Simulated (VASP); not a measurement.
# Ti (Im-3m) in VASP: further runs

Runs on Ti. Level: PBEsol. Tasks: relaxation of cell and atoms.

Program: VASP 6.6.1. These are calculated values, not measurements. Logs are shortened: lines on timing, memory, paths and dates and some standing lists are left out, and cuts for length are marked.

### Step 1. The cell of the first run

The structure is cubic, space group Im-3m (No. 229). The conventional cell has a = 3.282 Å, b = 3.282 Å, c = 3.282 Å, α = 90.00°, β = 90.00°, γ = 90.00°. Ti (site symmetry m-3m) has 14 Ti at 2.84 to 3.28 Å within 3.7 Å.

### Step 2. Relaxation of cell and atoms, PBEsol, target pressure 20 GPa, at which the enthalpy is minimised

File INCAR:

```
SYSTEM = Ti
PREC = Accurate
ENCUT = 600
EDIFF = 1E-7
ISMEAR = -1
SIGMA = 0.05
LREAL = .False.
LASPH = .True.
NELM = 100
ALGO = Normal
ISIF = 3
LWAVE = .False.
LCHARG = .False.
GGA = PS
IBRION = 2
NSW = 80
EDIFFG = -0.02
PSTRESS = 200.0
```

File KPOINTS:

```
Automatic mesh
0
Gamma
  11 11 11
  0 0 0
```

File POSCAR:

```
Ti
1.0
   -1.6410000000      1.6410000000      1.6410000000
    1.6410000000     -1.6410000000      1.6410000000
    1.6410000000      1.6410000000     -1.6410000000
Ti
1
Direct
    0.0000000000      0.0000000000      0.0000000000
```

Potentials or basis: VASP PAW PBE potentials, release 64 (Ti_sv).

Started as:

```console
cat potpaw_PBE.64/Ti_sv/POTCAR > POTCAR
mpirun -np 1 vasp_std > vasp.out
```

OUTCAR:

```text
SYSTEM = Ti
   PREC = Accurate
   ENCUT = 600
   EDIFF = 1E-7
   ISMEAR = -1
   LREAL = .False.
   LASPH = .True.
   NELM = 100
   ISIF = 3
   GGA = PS
   IBRION = 2
   NSW = 80
   EDIFFG = -0.02
   PSTRESS = 200.0

 ion  position               nearest neighbor table
   1  0.000  0.000  0.000-

  LATTYP: Found a body centered cubic cell.
 ALAT       =     3.2820000000

  Lattice vectors:

 A1 = (  -1.6410000000,   1.6410000000,   1.6410000000)
 A2 = (   1.6410000000,  -1.6410000000,   1.6410000000)
 A3 = (   1.6410000000,   1.6410000000,  -1.6410000000)

Analysis of symmetry for initial positions (statically):
=====================================================================
 Subroutine PRICEL returns:
 Original cell was already a primitive cell.

 Routine SETGRP: Setting up the symmetry group for a
 body centered cubic supercell.

 Subroutine GETGRP returns: Found 48 space group operations
[... 9 lines left out ...]

 Routine SETGRP: Setting up the symmetry group for a
 body centered cubic supercell.

 Subroutine GETGRP returns: Found 48 space group operations
[... 11 lines left out ...]
                                     Primitive cell

  volume of cell :      17.6761

  direct lattice vectors                    reciprocal lattice vectors
    -1.641000000  1.641000000  1.641000000     0.000000000  0.304692261  0.304692261
     1.641000000 -1.641000000  1.641000000     0.304692261  0.000000000  0.304692261
     1.641000000  1.641000000 -1.641000000     0.304692261  0.304692261  0.000000000

  length of vectors
     2.842295375  2.842295375  2.842295375     0.430899928  0.430899928  0.430899928

  position of ions in fractional coordinates (direct lattice)
     0.000000000  0.000000000  0.000000000

  ion indices of the primitive-cell ions
   primitive index   ion index
                 1           1

----------------------------------------------------------------------------------------

 KPOINTS: Automatic mesh

Automatic generation of k-mesh.
 Grid dimensions read from file:
 generate k-points for:   11   11   11

 Generating k-lattice:

  Cartesian coordinates                     Fractional coordinates (reciprocal lattice)
     0.000000000  0.027699296  0.027699296     0.090909091  0.000000000  0.000000000
[... 59 lines left out ...]
   EDIFF  = 0.1E-06   stopping-criterion for ELM
   LREAL  =      F    real-space projection
   EDIFFG = -.2E-01   stopping-criterion for IOM
   NSW    =     80    number of steps for IOM
   IBRION =      2    ionic relax: 0-MD 1-quasi-New 2-CG
   NFREE  =      1    steps in history (QN), initial steepest desc. (CG)
   ISIF   =      3    stress and relaxation
   ISYM   =      2    0-nonsym 1-usesym 2-fastsym
   POTIM  = 0.5000    time-step for ionic-motion
   TEBEG  =    0.0;   TEEND  =   0.0 temperature during run
   PSTRESS=  200.0 pullay stress
   NELECT =      12.0000    total number of electrons
   NUPDOWN=      -1.0000    fix difference up-down
   EMIN   =  10.00;   EMAX   =-10.00  energy-range for DOS
   EFERMI =   0.00;   METHOD = LEGACY
   ISMEAR =    -1;   SIGMA  =   0.05  broadening in eV -4-tet -1-fermi 0-gaus
   EFERMI_NEDOS =   21; number of points for ismear=-14 and -15
   IALGO  =     38    algorithm
   IMIX   =      4    mixing-type and parameters
     AMIX     =   0.40;   BMIX     =  1.00
     AMIX_MAG =   1.60;   BMIX_MAG =  1.00
  volume/ion in A,a.u.               =      17.68       119.28
  Fermi-wavevector in a.u.,A,eV,Ry     =   1.438821  2.718977 28.166848  2.070205
  Thomas-Fermi vector in A             =   2.557745
   LORBIT       =      0    0 simple, 1 ext, 2 COOP (PROOUT), +10 PAW based schemes
   GGA     = PS    functional components
   LHFCALC =     F    Hartree Fock is set to
   AEXX    =    0.0000 exact exchange contribution
   IVDW    =     0    specifies the selected vdW correction
   LEPSILON=     F    determine dielectric tensor
   LRPA    =     F    only Hartree local field effects (RPA)
 conjugate gradient relaxation of ions
 non-spin polarized calculation
  energy-cutoff  :      600.00
  volume of cell :       17.68
 maximum number of plane-waves:       603
   NGX = 11   NGY = 11   NGZ = 11

--------------------------------------- Ionic step        1  -------------------------------------------

 number of electron      12.0000001 magnetization

 Free energy of the ion-electron system (eV)
  ---------------------------------------------------
  ext. energy  EPLUGINS =         0.00000000
  ---------------------------------------------------
  free energy    TOTEN  =        -8.21747607 eV

  energy without entropy =       -8.19496717  energy(sigma->0) =       -8.20622162

------------------------ aborting loop because EDIFF is reached ----------------------------------------

  FORCE on cell =-STRESS in cart. coord.  units (eV):
  Direction    XX          YY          ZZ          XY          YZ          ZX
  --------------------------------------------------------------------------------------
  -------------------------------------------------------------------------------------
  Total       -0.7680814     -0.7680814     -0.7680814     -0.0000000     -0.0000000      0.0000000
  in kB      -69.6196953    -69.6196953    -69.6196953     -0.0000000     -0.0000000      0.0000000
  external PRESSURE =    -269.6196953 kB  Pullay stress =     200.0000000 kB
[... 61 lines left out ...]
--------------------------------------- Ionic step        3  -------------------------------------------

 number of electron      12.0000000 magnetization

 E-fermi :   9.9579     XC(G=0): -12.5299

 val. band max:        9.9501854278   @ k =   0.2727   0.2727   0.0000
 cond. band min:      10.0314221721   @ k =   0.2727   0.0000   0.0000
 fundamental gap:      0.0812367443
 Fermi energy:         9.9578799162

 k-point     1 :       0.0000    0.0000    0.0000
  band No.  band energies     occupation
      1     -45.9913      2.00000
      2     -21.6483      2.00000
      3     -21.6483      2.00000
      4     -21.6483      2.00000
      5       3.7021      2.00000
      6      11.1163      0.00000
      7      11.1163      0.00000
      8      11.1163      0.00000
      9      13.3265      0.00000
     10      13.3265      0.00000
[... 335 lines left out ...]
--------------------------------------- Ionic step        4  -------------------------------------------

 number of electron      12.0000001 magnetization

 Free energy of the ion-electron system (eV)
  ---------------------------------------------------
  ext. energy  EPLUGINS =         0.00000000
  ---------------------------------------------------
  free energy    TOTEN  =        -8.12393111 eV

  energy without entropy =       -8.11048340  energy(sigma->0) =       -8.11720726

 E-fermi :  10.0803     XC(G=0): -12.5817

 val. band max:       10.0786355401   @ k =   0.2727   0.2727   0.0000
 cond. band min:      10.1447417842   @ k =   0.2727   0.0000   0.0000
 fundamental gap:      0.0661062441
 Fermi energy:        10.0802928223

 k-point     1 :       0.0000    0.0000    0.0000
  band No.  band energies     occupation
      1     -45.8558      2.00000
      2     -21.4908      2.00000
      3     -21.4908      2.00000
      4     -21.4908      2.00000
      5       3.8102      2.00000
      6      11.2446      0.00000
      7      11.2446      0.00000
      8      11.2446      0.00000
      9      13.4814      0.00000
     10      13.4814      0.00000
[... 331 lines left out ...]
  energy  without entropy=       -8.1104834043  energy(sigma->0) =       -8.11720726

  enthalpy is  TOTEN    =        -6.3356789244 eV   P V=        1.7882521902

 reached required accuracy - stopping structural energy minimisation
```

CONTCAR:

```text
Ti
   1.00000000000000
    -1.5299707228664052    1.5299707228664052    1.5299707228664052
     1.5299707228664052   -1.5299707228664052    1.5299707228664052
     1.5299707228664052    1.5299707228664052   -1.5299707228664052
  Ti
     1
Direct
     1.0000000000000000    1.0000000000000000    0.0000000000000000

  0.00000000E+00  0.00000000E+00  0.00000000E+00
```

Run time: 57 s. Hardware: 1 thread of Intel Xeon 8259CL, shared host; peak memory 0.15 GiB.

What came out:

```
Free energy                                            : -8.1239 eV
Relaxed volume                                         : 14.33 Å³/atom
Relaxed cell                                           : a = 2.650 Å, b = 2.650 Å, c = 2.650 Å, α = 109.47°, β = 109.47°, γ = 109.47°
Space group after relaxing (to 0.05 Å)                 : Im-3m (No. 229)
Energy change on relaxing (the enthalpy is what falls) : +93.5 meV/atom
Ionic steps                                            : 4
Pressure after relaxing                                : 19.8 GPa
Band gap on the k mesh                                 : zero (band 6 reaches 11.24 eV, above the bottom of band 7 at 9.32 eV)
```

The path:
```
step  energy change (eV)  largest force (eV/Å)  pressure (GPa)  volume (Å³)
   1              0.0000                0.0000           -6.96        17.68
   2              1.0046                0.0000           79.44        11.11
   3              0.0763                0.0000           18.10        14.47
   4              0.0935                0.0000           19.81        14.33
```

Final structure:
```xyz
1
Lattice="-1.5300 1.5300 1.5300 1.5300 -1.5300 1.5300 1.5300 1.5300 -1.5300" Properties=species:S:1:pos:R:3 pbc="T T T"
Ti    0.0000    0.0000    3.0599
```

Caveat: the cell is relaxed towards a set pressure, so the enthalpy falls and the energy may rise; the volume moved by over 15 % at a fixed basis, so the end points are rough; the PAW data sets were made with another functional, which shifts forces and pressure a little.

### Step 3. Relaxation of cell and atoms, PBEsol, target pressure 30 GPa, at which the enthalpy is minimised

File INCAR:

```
  ALGO = Normal
  EDIFF = 1E-6
  EDIFFG = -0.02
  ENCUT = 600
  GGA = PS
  IBRION = 2
  ISIF = 3
  ISMEAR = -1
  LASPH = True
  LCHARG = False
  LREAL = False
  LWAVE = False
  NELM = 60
  NSW = 80
  PREC = Accurate
  PSTRESS = 300.0
  SIGMA = 0.05
```

File KPOINTS:

```
k-points
0
Gamma
  11 11 11
```

POSCAR is that of step 2.

Potentials or basis: VASP PAW PBE potentials, release 64 (Ti_sv).

Started as:

```console
cat potpaw_PBE.64/Ti_sv/POTCAR > POTCAR
mpirun -np 1 vasp_std > vasp.out
```

Wall time 65 s (1 thread of Intel Xeon 8259CL, shared host); peak memory 0.16 GiB.

The run converged. Its results:

```
Free energy                                            : -8.0017 eV
Relaxed volume                                         : 13.54 Å³/atom
Relaxed cell                                           : a = 2.600 Å, b = 2.600 Å, c = 2.600 Å, α = 109.47°, β = 109.47°, γ = 109.47°
Space group after relaxing (to 0.05 Å)                 : Im-3m (No. 229)
Energy change on relaxing (the enthalpy is what falls) : +215.8 meV/atom
Ionic steps                                            : 5
Pressure after relaxing                                : 30.1 GPa
Band gap on the k mesh                                 : zero (band 6 reaches 11.98 eV, above the bottom of band 7 at 9.95 eV)
```

Step by step:
```csv
step,energy change (eV),largest force (eV/Å),pressure (GPa),volume (Å³)
1,0.0000,0.0000,-6.91,17.68
2,2.3978,0.0000,159.26,9.17
3,0.1533,0.0000,25.29,13.90
4,0.2005,0.0000,28.88,13.62
5,0.2158,0.0000,30.05,13.54
```

Final structure:
```
Ti
1.0
    -1.50131    1.50131    1.50131
     1.50131   -1.50131    1.50131
     1.50131    1.50131   -1.50131
Ti
1
Direct
  0.00000 0.00000 0.00000
```

Levels at points of the mesh, in eV from the Fermi level:
```tsv
k point	band 4	band 5	band 6	band 7	band 8	band 9
(0.00, 0.00, 0.00)	-31.38	-6.35	1.19	1.19	1.19	3.58
```

Caveat: the cell is relaxed towards a set pressure, so the enthalpy falls and the energy may rise; the volume moved by over 15 % at a fixed basis, so the end points are rough; the PAW data sets were made with another functional, which shifts forces and pressure a little.
